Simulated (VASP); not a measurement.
# Zn8O7 (a cell with a defect) in VASP: a series of runs

Zn8O7 (a cell with a defect) is run at these levels: PBE; tasks: single point.

Everything below comes from runs of VASP 6.6.1. Logs are shortened: lines on timing, memory, paths and dates and some standing lists are left out, and cuts for length are marked.

### Step 1. The cell of the first run

The cell holds a defect, 15 atoms: a = 5.293 Å, b = 6.559 Å, c = 6.559 Å, α = 120.00°, β = 90.00°, γ = 90.00°.

### Step 2. Single point, PBE (atoms taken out, then relaxed in part)

Input file INCAR:

```
ALGO = Normal ; EDIFF = 1E-6
ENCUT = 520 ; GGA = PE
ISIF = 2 ; ISMEAR = 0
LASPH = True ; LCHARG = False
LREAL = Auto ; LWAVE = False
NBANDS = 82 ; NELM = 60
PREC = Accurate ; SIGMA = 0.01
```

Input file KPOINTS:

```
k-points
0
Gamma
  3 3 3
```

Input file POSCAR:

```
Zn8O7
1.0
    0.0000000000      0.0000000000     -5.2932332133
   -3.2793907598      5.6800714139      0.0000000000
    6.5587815197      0.0000000000      0.0000000000
Zn O
8 7
Direct
    0.4557628157      0.1679074037      0.3349423752
    0.5045427987      0.6672524355      0.3333372379
    0.5046107724      0.1694181209      0.8356236789
    0.5045507013      0.6673071174      0.8357164575
    1.0069994333      0.3236269984      0.1789346736
    1.0073127963      0.8570530555      0.1793277487
    1.0071815507      0.3237962259      0.6464992424
    1.0034273011      0.8344776191      0.6679288948
    0.1207276805      0.6659653512      0.3308787862
    0.1207754546      0.1715700560      0.8366306068
    0.1207222017      0.6661729695      0.8367389129
    0.6232139026      0.3302315589      0.1726741524
    0.6234281772      0.8435143190      0.1726742403
    0.6233268009      0.3303017993      0.6594721592
    0.6226376532      0.8345780854      0.6681437636
```

Potentials or basis: VASP PAW PBE potentials, release 64 (Zn, O).

Started as:

```console
cat potpaw_PBE.64/Zn/POTCAR potpaw_PBE.64/O/POTCAR > POTCAR
mpirun -np 1 vasp_std > vasp.out
```

OUTCAR:

```text
EDIFF = 1E-6
   ENCUT = 520
   GGA = PE
   ISIF = 2
   ISMEAR = 0
   LASPH = True
   LREAL = Auto
   NELM = 60
   PREC = Accurate

 ion  position               nearest neighbor table
   1  0.456  0.168  0.335-  13 2.05  14 2.05  12 2.05   6 2.96   7 2.96   5 2.96
   2  0.505  0.667  0.333-  15 2.00  13 2.02  12 2.02   9 2.03
   3  0.505  0.169  0.836-  15 2.00  12 2.02  14 2.02  10 2.03
   4  0.505  0.667  0.836-  15 2.00  13 2.02  14 2.02  11 2.03
   5  0.007  0.324  0.179-  12 2.03  10 2.04   9 2.04   1 2.96
   6  0.007  0.857  0.179-  13 2.03  11 2.04   9 2.04   1 2.96
   7  0.007  0.324  0.646-  14 2.03  10 2.04  11 2.04   1 2.96
   8  0.003  0.834  0.668-   9 2.01  10 2.01  11 2.01  15 2.02
   9  0.121  0.666  0.331-   8 2.01   2 2.03   5 2.04   6 2.04
  10  0.121  0.172  0.837-   8 2.01   3 2.03   7 2.04   5 2.04
  11  0.121  0.666  0.837-   8 2.01   4 2.03   7 2.04   6 2.04
  12  0.623  0.330  0.173-   2 2.02   3 2.02   5 2.03   1 2.05
  13  0.623  0.844  0.173-   2 2.02   4 2.02   6 2.03   1 2.05
  14  0.623  0.330  0.659-   4 2.02   3 2.02   7 2.03   1 2.05
  15  0.623  0.835  0.668-   2 2.00   3 2.00   4 2.00   8 2.02

  LATTYP: Found a hexagonal cell.
 ALAT       =     6.5587815196
 C/A-ratio  =     0.8070452107

  Lattice vectors:

 A1 = (  -3.2793907598,   5.6800714139,   0.0000000000)
 A2 = (   6.5587815197,   0.0000000000,   0.0000000000)
 A3 = (   0.0000000000,   0.0000000000,  -5.2932332133)

Analysis of symmetry for initial positions (statically):
=====================================================================
 Subroutine PRICEL returns:
 Original cell was already a primitive cell.

 Routine SETGRP: Setting up the symmetry group for a
 hexagonal supercell.

 Subroutine GETGRP returns: Found  1 space group operations
 (whereof  1 operations were pure point group operations)
 out of a pool of 24 trial point group operations.

The static configuration has the point symmetry C_1 .

Analysis of symmetry for dynamics (positions and initial velocities):
=====================================================================
 Subroutine PRICEL returns:
 Original cell was already a primitive cell.

 Routine SETGRP: Setting up the symmetry group for a
 hexagonal supercell.

 Subroutine GETGRP returns: Found  1 space group operations
 (whereof  1 operations were pure point group operations)
 out of a pool of 24 trial point group operations.

The dynamic configuration has the point symmetry C_1 .
[... 130 lines left out ...]
   EFERMI_NEDOS =   21; number of points for ismear=-14 and -15
   IALGO  =     38    algorithm
   IMIX   =      4    mixing-type and parameters
     AMIX     =   0.40;   BMIX     =  1.00
     AMIX_MAG =   1.60;   BMIX_MAG =  1.00
  volume/ion in A,a.u.               =      13.15        88.72
  Fermi-wavevector in a.u.,A,eV,Ry     =   1.453456  2.746633 28.742771  2.112534
  Thomas-Fermi vector in A             =   2.570720
   LORBIT       =      0    0 simple, 1 ext, 2 COOP (PROOUT), +10 PAW based schemes
   GGA     = PE    functional components
   LHFCALC =     F    Hartree Fock is set to
   AEXX    =    0.0000 exact exchange contribution
   IVDW    =     0    specifies the selected vdW correction
   LEPSILON=     F    determine dielectric tensor
   LRPA    =     F    only Hartree local field effects (RPA)
 non-spin polarized calculation
 Gauss-broadening in eV      SIGMA  =   0.01
  energy-cutoff  :      520.00
  volume of cell :      197.20
 maximum number of plane-waves:      5328
 NGX is ok and might be reduce to    40
   NGX = 19   NGY = 25   NGZ = 25

 number of electron     137.9999996 magnetization

 Free energy of the ion-electron system (eV)
  ---------------------------------------------------
  ext. energy  EPLUGINS =         0.00000000
  ---------------------------------------------------
  free energy    TOTEN  =       -62.74012937 eV

  energy without entropy =      -62.74012937  energy(sigma->0) =      -62.74012937

 E-fermi :   1.1678     XC(G=0): -10.5746

 val. band max:        1.1121113449   @ k =   0.3333  -0.3333  -0.3333
 cond. band min:       3.0057256312   @ k =   0.0000   0.0000   0.3333
 fundamental gap:      1.8936142863
 Fermi energy:         1.1677694431

 k-point     1 :       0.0000    0.0000    0.0000
  band No.  band energies     occupation
      1     -16.9332      2.00000
      2     -16.3741      2.00000
      3     -16.3731      2.00000
      4     -16.3570      2.00000
      5     -16.2803      2.00000
      6     -16.1744      2.00000
[... 1165 lines left out ...]
     80       8.9615      0.00000
     81       8.9809      0.00000
 [bands above 81 left out]

------------------------ aborting loop because EDIFF is reached ----------------------------------------

  FORCE on cell =-STRESS in cart. coord.  units (eV):
  Direction    XX          YY          ZZ          XY          YZ          ZX
  --------------------------------------------------------------------------------------
  -------------------------------------------------------------------------------------
  Total       -4.6881320     -4.7003267     -5.3754584      0.0034333      0.0082053     -0.0023625
  in kB      -38.0901275    -38.1892067    -43.6745155      0.0278950      0.0666665     -0.0191948
  external PRESSURE =     -39.9846166 kB  Pullay stress =       0.0000000 kB

 VOLUME and BASIS-vectors are now :
 -----------------------------------------------------------------------------
  energy-cutoff  :      520.00
  volume of cell :      197.20
      direct lattice vectors                 reciprocal lattice vectors
     0.000000000  0.000000000 -5.293233213     0.000000000  0.000000000 -0.188920450
    -3.279390760  5.680071414  0.000000000     0.000000000  0.176054125  0.000000000
     6.558781520  0.000000000  0.000000000     0.152467344  0.088027062  0.000000000

 POSITION                                       TOTAL-FORCE (eV/Angst)
 -----------------------------------------------------------------------------------
      1.64618      0.95373     -2.41246        -0.001393      0.002001      0.062730
     -0.00190      3.79004     -2.67066        -0.003202     -0.004038      0.006018
      4.92508      0.96231     -2.67102        -0.000707      0.004389      0.005626
      3.29292      3.79035     -2.67070         0.001247     -0.003144      0.004372
      0.11229      1.83822     -0.03705         0.039908     -0.020174     -0.022817
     -1.63444      4.86812     -0.03871         0.001593      0.039025     -0.021721
      3.17839      1.83919     -0.03801        -0.040562     -0.022442     -0.019163
      1.64422      4.73989     -0.01814         0.001720     -0.001026     -0.002180
     -0.01380      3.78273     -0.63904        -0.010954     -0.001697     -0.005521
      4.92463      0.97453     -0.63929         0.001731      0.011209     -0.006157
      3.30335      3.78391     -0.63901         0.011045     -0.003773     -0.008420
      0.04957      1.87574     -3.29882         0.004655     -0.004238      0.001220
     -1.63368      4.79122     -3.29995        -0.000646      0.005042      0.001659
      3.24215      1.87614     -3.29941        -0.006856     -0.005556      0.001667
      1.64530      4.74046     -3.29577         0.002421      0.004421      0.002686
 -----------------------------------------------------------------------------------
    total drift:                               -0.003768     -0.005572      0.001741

  FREE ENERGIE OF THE ION-ELECTRON SYSTEM (eV)
  ---------------------------------------------------
  free  energy   TOTEN  =       -62.7401293659 eV

  energy  without entropy=      -62.7401293659  energy(sigma->0) =      -62.74012937
```

OSZICAR:

```text
N       E                     dE             d eps       ncg     rms          rms(c)
DAV:   1     0.165625581507E+04    0.16563E+04   -0.63866E+04  2296   0.242E+03
DAV:   2     0.268273880237E+03   -0.13880E+04   -0.13254E+04  2296   0.618E+02
DAV:   3    -0.437289715862E+02   -0.31200E+03   -0.30076E+03  2424   0.239E+02
DAV:   4    -0.743930029782E+02   -0.30664E+02   -0.30290E+02  2582   0.783E+01
DAV:   5    -0.749813529530E+02   -0.58835E+00   -0.58665E+00  2544   0.113E+01    0.252E+01
DAV:   6    -0.619415396171E+02    0.13040E+02   -0.47822E+01  3966   0.793E+01    0.142E+01
DAV:   7    -0.629642377780E+02   -0.10227E+01   -0.13497E+01  2396   0.198E+01    0.956E+00
DAV:   8    -0.631893051529E+02   -0.22507E+00   -0.57517E+00  3740   0.225E+01    0.463E+00
DAV:   9    -0.627216455834E+02    0.46766E+00   -0.14861E+00  3760   0.148E+01    0.138E+00
DAV:  10    -0.627381078562E+02   -0.16462E-01   -0.49031E-01  2570   0.310E+00    0.194E-01
DAV:  11    -0.627402789089E+02   -0.21711E-02   -0.15280E-02  2640   0.120E+00    0.174E-01
DAV:  12    -0.627399984437E+02    0.28047E-03   -0.36157E-03  3408   0.113E+00    0.993E-02
DAV:  13    -0.627402157587E+02   -0.21731E-03   -0.16912E-03  2520   0.238E-01    0.840E-02
DAV:  14    -0.627401309484E+02    0.84810E-04   -0.22598E-04  3032   0.222E-01    0.405E-02
DAV:  15    -0.627401303050E+02    0.64341E-06   -0.82220E-05  3352   0.986E-02    0.265E-02
DAV:  16    -0.627401293697E+02    0.93531E-06   -0.35042E-05  3422   0.693E-02    0.101E-02
DAV:  17    -0.627401290176E+02    0.35209E-06   -0.16416E-05  3288   0.397E-02    0.252E-03
DAV:  18    -0.627401293659E+02   -0.34830E-06   -0.36812E-06  2032   0.210E-02
   1 F= -.62740129E+02 E0= -.62740129E+02  d E =-.291691E-16
```

Run time: 3.5 min. Hardware: 1 thread of Intel Xeon 6975P-C (Granite Rapids), shared host; peak memory 0.36 GiB.

What came out:

```yaml
Free_energy: -62.7401 eV
Pressure: -4.0 GPa
Largest_force: 0.063 eV/Å
Band_gap_on_the_k_mesh: 1.89 eV
```

Forces in eV/Å, atoms in the order of the input:
```
Zn  -0.001  0.002  0.063
Zn  -0.003 -0.004  0.006
Zn  -0.001  0.004  0.006
Zn   0.001 -0.003  0.004
Zn   0.040 -0.020 -0.023
Zn   0.002  0.039 -0.022
Zn  -0.041 -0.022 -0.019
Zn   0.002 -0.001 -0.002
O   -0.011 -0.002 -0.006
O    0.002  0.011 -0.006
O    0.011 -0.004 -0.008
O    0.005 -0.004  0.001
O   -0.001  0.005  0.002
O   -0.007 -0.006  0.002
O    0.002  0.004  0.003
```

Caveat: the cell differs from its parent crystal (atoms taken out, then relaxed in part).

### Step 3. Single point, PBE (atoms taken out, then relaxed in part)

Input file INCAR:

```
SYSTEM = Zn8O7
  PREC = Accurate
  ENCUT = 520
  EDIFF = 1E-6
  ISMEAR = 0
  SIGMA = 0.01
  LREAL = Auto
  LASPH = .True.
  NELM = 80
  ALGO = Normal
  ISIF = 2
  LWAVE = .False.
  LCHARG = .True.
  GGA = PE
  LELF = .True.
  LVHAR = .True.
  NBANDS = 82
  NELECT = 136.0
```

Input file KPOINTS:

```
regular mesh
0
Gamma
  3 3 3
  0 0 0
```

Input file POSCAR:

```
Zn8O7
1.0
    0.0000000000      0.0000000000     -5.2932332133
   -3.2793907598      5.6800714139      0.0000000000
    6.5587815197      0.0000000000      0.0000000000
Zn O
8 7
Direct
    0.5830858504      0.1683998108      0.3352958846
    0.4968778880      0.6726313696      0.3438258958
    0.4968798351      0.1598516123      0.8310243966
    0.4968678274      0.6726389731      0.8310524206
    0.9816871661      0.3596417152      0.1440333984
    0.9816803798      0.7858856201      0.1441059147
    0.9816469023      0.3596770818      0.7178728975
    0.9892235657      0.8350546484      0.6686586189
    0.1220349406      0.6700934383      0.3387778138
    0.1220288071      0.1649384732      0.8335735212
    0.1220232365      0.6701350553      0.8336372087
    0.6198479684      0.3358456965      0.1677980795
    0.6198424490      0.8334432722      0.1678435028
    0.6198306546      0.3358544008      0.6702442708
    0.6192609041      0.8350338827      0.6686359855
```

Potentials or basis: VASP PAW PBE potentials, release 64 (Zn, O).

Started as:

```console
cat potpaw_PBE.64/Zn/POTCAR potpaw_PBE.64/O/POTCAR > POTCAR
mpirun -np 1 vasp_std > vasp.out
```

Wall time 3.2 min (1 thread of Intel Xeon 6975P-C (Granite Rapids), shared host); peak memory 0.37 GiB.

The run converged. Its results:

```yaml
Free_energy: -65.8914 eV
Largest_force: 0.058 eV/Å
```

Forces in eV/Å, atoms in the order of the input:
```
Zn  -0.001 -0.001  0.019
Zn  -0.025 -0.014  0.000
Zn   0.001  0.029  0.000
Zn   0.026 -0.013  0.000
Zn   0.031 -0.017 -0.011
Zn  -0.001  0.034 -0.011
Zn  -0.032 -0.017 -0.012
Zn   0.001 -0.001 -0.024
O    0.043  0.025 -0.026
O    0.001 -0.051 -0.027
O   -0.044  0.024 -0.027
O   -0.027  0.017  0.044
O    0.000 -0.032  0.043
O    0.028  0.016  0.042
O   -0.001  0.001 -0.008
```

Levels at points of the mesh, in eV from the Fermi level:
| k point | band 65 | band 66 | band 67 | band 68 | band 69 | band 70 | band 71 | band 72 |
| --- | --- | --- | --- | --- | --- | --- | --- | --- |
| (0.00, 0.00, 0.00) | -0.84 | -0.31 | -0.07 | -0.07 | 0.09 | 3.24 | 4.80 | 4.80 |

Caveat: the cell carries a net charge on a neutralising background, which shifts energy and pressure; the cell differs from its parent crystal (atoms taken out, then relaxed in part); the cell is charged against a uniform background, so pressure and absolute levels hang on convention.
